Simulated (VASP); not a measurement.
A run of VASP 6.6.1 is set up as follows.

The input INCAR:

```
ALGO = Normal
EDIFF = 1E-6
ENCUT = 520
GGA = PE
ISIF = 2
ISMEAR = -1
LASPH = True
LCHARG = True
LELF = True
LREAL = False
LVHAR = True
LWAVE = False
NBANDS = 18
NELM = 100
PREC = Accurate
SIGMA = 0.02
```

Contents of KPOINTS:

```
k-points
0
Gamma
  8 8 8
```

Contents of POSCAR:

```
HfO2
1.0
    0.0000000000      2.5291823194      2.4606414785
    2.5291823194      0.0000000000      2.4606414785
    2.5291823194      2.5291823194      0.0000000000
Hf O
1 2
Direct
    0.0000000000      0.0000000000      0.0000000000
    0.2500000000      0.2500000000      0.2500000000
    0.7500000000      0.7500000000      0.7500000000
```

Potentials or basis: VASP PAW PBE potentials, release 64 (Hf_pv, O).

Command:

```console
$ cat potpaw_PBE.64/Hf_pv/POTCAR potpaw_PBE.64/O/POTCAR > POTCAR
$ mpirun -np 1 vasp_std > vasp.out
```

(1) What does it give for the band gap on the k mesh?

(2) Estimate the pressure.

Results:

(1) 3.59 eV, indirect (least direct gap 3.67 eV).

(2) 9.8 GPa.

Caveat: the cell differs from its parent crystal (uniaxial z strain -2.7%); spin-orbit coupling is left out, which moves the levels of the heavy elements.
